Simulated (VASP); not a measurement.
# TiTe2 (P-3m1) in VASP: relaxation of shape and atoms at fixed volume with PBE

Aim: the relaxation of shape and atoms at fixed volume of TiTe2 with PBE.

Program: VASP 6.6.1. These are calculated values, not measurements. Logs are shortened: lines on timing, memory, paths and dates and some standing lists are left out, and cuts for length are marked.

## 1. The cell of the first run

It takes space group P-3m1 (No. 164, trigonal). The conventional cell has a = 3.805 Å, b = 3.805 Å, c = 7.174 Å, α = 90.00°, β = 90.00°, γ = 120.00°. Ti (site symmetry -3m) has 6 Te at 2.81 Å and 6 Ti at 3.81 Å within 3.9 Å. Within 3.9 Å of Te (site symmetry 3m) lie 3 Ti at 2.81 Å and 6 Te at 3.81 Å.

## 2. Relaxation of shape and atoms at fixed volume, PBE (29.99 Å³/atom)

INCAR

```
SYSTEM = TiTe2
  PREC = Accurate
  ENCUT = 600
  EDIFF = 1E-6
  ISMEAR = 0
  SIGMA = 0.1
  LREAL = .False.
  LASPH = .True.
  NELM = 80
  ALGO = Normal
  ISIF = 4
  LWAVE = .False.
  LCHARG = .False.
  GGA = PE
  IBRION = 2
  NSW = 50
  EDIFFG = -0.01
```

KPOINTS

```
Automatic mesh
0
Gamma
  12 12 8
  0 0 0
```

POSCAR

```
TiTe2
1.0
    3.8052134481      0.0000000000      0.0000000000
   -1.9026067240      3.2954115129      0.0000000000
    0.0000000000      0.0000000000      7.1735996109
Ti Te
1 2
Direct
    0.0000000000      0.0000000000      0.0000000000
    0.6666666667      0.3333333333      0.2441156633
    0.3333333333      0.6666666667      0.7558843367
```

Potentials or basis: VASP PAW PBE potentials, release 64 (Ti_sv, Te).

Run with:

```console
> cat potpaw_PBE.64/Ti_sv/POTCAR potpaw_PBE.64/Te/POTCAR > POTCAR
> mpirun -np 1 vasp_std > vasp.out
```

OUTCAR:

```text
SYSTEM = TiTe2
   PREC = Accurate
   ENCUT = 600
   EDIFF = 1E-6
   ISMEAR = 0
   LREAL = .False.
   LASPH = .True.
   NELM = 80
   ISIF = 4
   GGA = PE
   IBRION = 2
   NSW = 50
   EDIFFG = -0.01

 ion  position               nearest neighbor table
   1  0.000  0.000  0.000-   2 2.81   3 2.81   3 2.81   2 2.81   2 2.81   3 2.81
   2  0.667  0.333  0.244-   1 2.81   1 2.81   1 2.81
   3  0.333  0.667  0.756-   1 2.81   1 2.81   1 2.81

  LATTYP: Found a hexagonal cell.
 ALAT       =     3.8052134481
 C/A-ratio  =     1.8852029482

  Lattice vectors:

 A1 = (   3.8052134481,   0.0000000000,   0.0000000000)
 A2 = (  -1.9026067240,   3.2954115129,   0.0000000000)
 A3 = (   0.0000000000,   0.0000000000,   7.1735996109)

Analysis of symmetry for initial positions (statically):
=====================================================================
 Subroutine PRICEL returns:
 Original cell was already a primitive cell.

 Routine SETGRP: Setting up the symmetry group for a
 hexagonal supercell.

 Subroutine GETGRP returns: Found 12 space group operations
 (whereof 12 operations were pure point group operations)
 out of a pool of 24 trial point group operations.

The static configuration has the point symmetry D_3d.

Analysis of symmetry for dynamics (positions and initial velocities):
=====================================================================
 Subroutine PRICEL returns:
 Original cell was already a primitive cell.

 Routine SETGRP: Setting up the symmetry group for a
 hexagonal supercell.

 Subroutine GETGRP returns: Found 12 space group operations
 (whereof 12 operations were pure point group operations)
 out of a pool of 24 trial point group operations.

The dynamic configuration has the point symmetry D_3d.

 Subroutine INISYM returns: Found 12 space group operations
 (whereof 12 operations are pure point group operations),
 and found     1 'primitive' translations

----------------------------------------------------------------------------------------

                                     Primitive cell

  volume of cell :      89.9551

  direct lattice vectors                    reciprocal lattice vectors
     3.805213448  0.000000000  0.000000000     0.262797347  0.151726119  0.000000000
    -1.902606724  3.295411513  0.000000000     0.000000000  0.303452238  0.000000000
     0.000000000  0.000000000  7.173599611     0.000000000  0.000000000  0.139400030

  length of vectors
     3.805213448  3.805213448  7.173599611     0.303452238  0.303452238  0.139400030

  position of ions in fractional coordinates (direct lattice)
     0.000000000  0.000000000  0.000000000
     0.666666667  0.333333333  0.244115663
     0.333333333  0.666666667  0.755884337

  ion indices of the primitive-cell ions
   primitive index   ion index
                 1           1
                 2           2
                 3           3

----------------------------------------------------------------------------------------

 KPOINTS: Automatic mesh

Automatic generation of k-mesh.
 Grid dimensions read from file:
 generate k-points for:   12   12    8

 Generating k-lattice:

  Cartesian coordinates                     Fractional coordinates (reciprocal lattice)
     0.021899779  0.012643843  0.000000000     0.083333333  0.000000000  0.000000000
     0.000000000  0.025287687  0.000000000     0.000000000  0.083333333  0.000000000
     0.000000000  0.000000000  0.017425004     0.000000000  0.000000000  0.125000000

  Length of vectors
     0.025287687  0.025287687  0.017425004

  Shift w.r.t. Gamma in fractional coordinates (k-lattice)
     0.000000000  0.000000000  0.000000000

 Subroutine IBZKPT returns following result:
 ===========================================

 Found    131 irreducible k-points:

 Following reciprocal coordinates:
            Coordinates               Weight
  0.000000  0.000000  0.000000      1.000000
  0.083333  0.000000  0.000000      6.000000
  0.166667 -0.000000  0.000000      6.000000
  0.250000  0.000000  0.000000      6.000000
  0.333333  0.000000  0.000000      6.000000
  0.416667  0.000000  0.000000      6.000000
[... 16 lines left out ...]
  0.166667 -0.000000  0.125000      6.000000
  0.000000  0.166667  0.125000      6.000000
 [... further k-points ...]
   k-points           NKPTS =    131   k-points in BZ     NKDIM =    131   number of bands    NBANDS=     16
   number of dos      NEDOS =    301   number of ions     NIONS =      3
   total plane-waves  NPLWV =  54000
   dimension x,y,z NGX =    30 NGY =   30 NGZ =   60
   dimension x,y,z NGXF=    60 NGYF=   60 NGZF=  120
   ions per type =               1   2
   NGX,Y,Z   is equivalent  to a cutoff of  13.11, 13.11, 13.90 a.u.
   NGXF,Y,Z  is equivalent  to a cutoff of  26.21, 26.21, 27.81 a.u.
 SYSTEM =  TiTe2
   PREC   = accura    normal or accurate (medium, high low for compatibility)
   ISTART =      0    job   : 0-new  1-cont  2-samecut
   ICHARG =      2    charge: 1-file 2-atom 10-const
   ISPIN  =      1    spin polarized calculation?
   LNONCOLLINEAR =      F non collinear calculations
   LSORBIT =      F    spin-orbit coupling
   LASPH  =      T    aspherical Exc in radial PAW
   ENCUT  =  600.0 eV  44.10 Ry    6.64 a.u.   7.60  7.60 14.33*2*pi/ulx,y,z
   NELM   =     80;   NELMIN=  2; NELMDL= -5     # of ELM steps
   EDIFF  = 0.1E-05   stopping-criterion for ELM
   LREAL  =      F    real-space projection
   EDIFFG = -.1E-01   stopping-criterion for IOM
   NSW    =     50    number of steps for IOM
   IBRION =      2    ionic relax: 0-MD 1-quasi-New 2-CG
   NFREE  =      1    steps in history (QN), initial steepest desc. (CG)
   ISIF   =      4    stress and relaxation
   ISYM   =      2    0-nonsym 1-usesym 2-fastsym
   POTIM  = 0.5000    time-step for ionic-motion
   TEBEG  =    0.0;   TEEND  =   0.0 temperature during run
   PSTRESS=    0.0 pullay stress
   NELECT =      24.0000    total number of electrons
   NUPDOWN=      -1.0000    fix difference up-down
   EMIN   =  10.00;   EMAX   =-10.00  energy-range for DOS
   EFERMI =   0.00;   METHOD = LEGACY
   ISMEAR =     0;   SIGMA  =   0.10  broadening in eV -4-tet -1-fermi 0-gaus
   EFERMI_NEDOS =   21; number of points for ismear=-14 and -15
   IALGO  =     38    algorithm
   IMIX   =      4    mixing-type and parameters
     AMIX     =   0.40;   BMIX     =  1.00
     AMIX_MAG =   1.60;   BMIX_MAG =  1.00
  volume/ion in A,a.u.               =      29.99       202.35
  Fermi-wavevector in a.u.,A,eV,Ry     =   1.053909  1.991600 15.112333  1.110725
  Thomas-Fermi vector in A             =   2.189049
   LORBIT       =      0    0 simple, 1 ext, 2 COOP (PROOUT), +10 PAW based schemes
   GGA     = PE    functional components
   LHFCALC =     F    Hartree Fock is set to
   AEXX    =    0.0000 exact exchange contribution
   IVDW    =     0    specifies the selected vdW correction
   LEPSILON=     F    determine dielectric tensor
   LRPA    =     F    only Hartree local field effects (RPA)
 conjugate gradient relaxation of ions
 non-spin polarized calculation
 Gauss-broadening in eV      SIGMA  =   0.10
  energy-cutoff  :      600.00
  volume of cell :       89.96
 maximum number of plane-waves:      3028
   NGX = 15   NGY = 15   NGZ = 29

--------------------------------------- Ionic step        1  -------------------------------------------

 number of electron      23.9999998 magnetization

 Free energy of the ion-electron system (eV)
  ---------------------------------------------------
  ext. energy  EPLUGINS =         0.00000000
  ---------------------------------------------------
  free energy    TOTEN  =       -16.20673895 eV

  energy without entropy =      -16.20105470  energy(sigma->0) =      -16.20389682

------------------------ aborting loop because EDIFF is reached ----------------------------------------

  FORCE on cell =-STRESS in cart. coord.  units (eV):
  Direction    XX          YY          ZZ          XY          YZ          ZX
  --------------------------------------------------------------------------------------
  -------------------------------------------------------------------------------------
  Total       -0.9465596     -0.9465596     -0.9817111     -0.0000000      0.0000000      0.0000000
  in kB      -16.8590360    -16.8590360    -17.4851151     -0.0000000      0.0000000      0.0000000
  external PRESSURE =     -17.0677290 kB  Pullay stress =       0.0000000 kB
[... 207 lines left out ...]
  energy  without entropy=      -16.2124846502  energy(sigma->0) =      -16.21537487

--------------------------------------- Ionic step        7  -------------------------------------------

 number of electron      24.0000003 magnetization

 Free energy of the ion-electron system (eV)
  ---------------------------------------------------
  ext. energy  EPLUGINS =         0.00000000
  ---------------------------------------------------
  free energy    TOTEN  =       -16.21833760 eV

  energy without entropy =      -16.21248233  energy(sigma->0) =      -16.21540997

 E-fermi :   5.4964     XC(G=0):  -9.1925

 val. band max:        5.4942477586   @ k =   0.4167   0.0000   0.0000
 cond. band min:       5.5073599013   @ k =   0.3333   0.0000   0.5000
 fundamental gap:      0.0131121427
 Fermi energy:         5.4963943065

 k-point     1 :       0.0000    0.0000    0.0000
  band No.  band energies     occupation
      1     -52.0151      2.00000
      2     -28.2639      2.00000
      3     -28.2639      2.00000
      4     -28.2269      2.00000
      5      -6.5502      2.00000
      6      -5.5584      2.00000
[... 8 lines left out ...]
     15       6.6325      0.00000
     16       8.7695      0.00000
[... 420 lines left out ...]
  band No.  band energies     occupation
      1     -52.0143      2.00000
      2     -28.2743      2.00000
      3     -28.2663      2.00000
      4     -28.2245      2.00000
      5      -6.2382      2.00000
      6      -5.4037      2.00000
[... 8 lines left out ...]
     15       6.8794      0.00000
     16       7.9732      0.00000

 [... further k-points ...]

------------------------ aborting loop because EDIFF is reached ----------------------------------------

  FORCE on cell =-STRESS in cart. coord.  units (eV):
  Direction    XX          YY          ZZ          XY          YZ          ZX
  --------------------------------------------------------------------------------------
  -------------------------------------------------------------------------------------
  Total       -0.1318925     -0.1318925     -0.1182457     -0.0000000      0.0000000      0.0000000
  in kB       -2.3491183     -2.3491183     -2.1060577     -0.0000000      0.0000000      0.0000000
  external PRESSURE =      -2.2680981 kB  Pullay stress =       0.0000000 kB
[... 18 lines left out ...]
  FREE ENERGIE OF THE ION-ELECTRON SYSTEM (eV)
  ---------------------------------------------------
  free  energy   TOTEN  =       -16.2183375960 eV

  energy  without entropy=      -16.2124823344  energy(sigma->0) =      -16.21540997

 reached required accuracy - stopping structural energy minimisation
```

Wall time 14 min (1 thread of Intel Xeon 8259CL, shared host); peak memory 0.42 GiB.

Results:

| Item | Value |
| --- | --- |
| Free energy | -16.2183 eV |
| Energy gained by relaxing | 3.9 meV/atom |
| Ionic steps | 7 |
| Pressure after relaxing | -0.2 GPa |
| Largest force after relaxing | 0.008 eV/Å |
| Band gap on the k mesh | zero (bands 12 and 13 overlap by 0.62 eV) |

Forces in eV/Å, atoms in the order of the input:
```
Ti   0.000  0.000  0.000
Te   0.000  0.000  0.008
Te   0.000  0.000 -0.008
```

Step by step:
```csv
step,energy change (eV),largest force (eV/Å),pressure (GPa),volume (Å³)
1,0.0000,0.2438,-1.71,89.96
2,-0.0046,0.1476,-1.34,89.96
3,-0.0071,0.0208,-0.86,89.96
4,-0.0071,0.0068,-0.82,89.96
5,-0.0092,0.0026,-0.65,89.96
6,-0.0115,0.0065,-0.31,89.96
7,-0.0116,0.0082,-0.23,89.96
```

Final structure:
```
CELL_PARAMETERS angstrom
3.76745 0.00000 0.00000
-1.88373 3.26271 0.00000
0.00000 0.00000 7.31813
ATOMIC_POSITIONS crystal
Ti 0.00000 0.00000 0.00000
Te 0.66667 0.33333 0.23736
Te 0.33333 0.66667 0.76264
```

Caveat: spin-orbit coupling is left out, which moves the levels of the heavy elements; this functional lacks dispersion, which binds layers or chains, so the pressure and a relaxed spacing across them are unreliable.
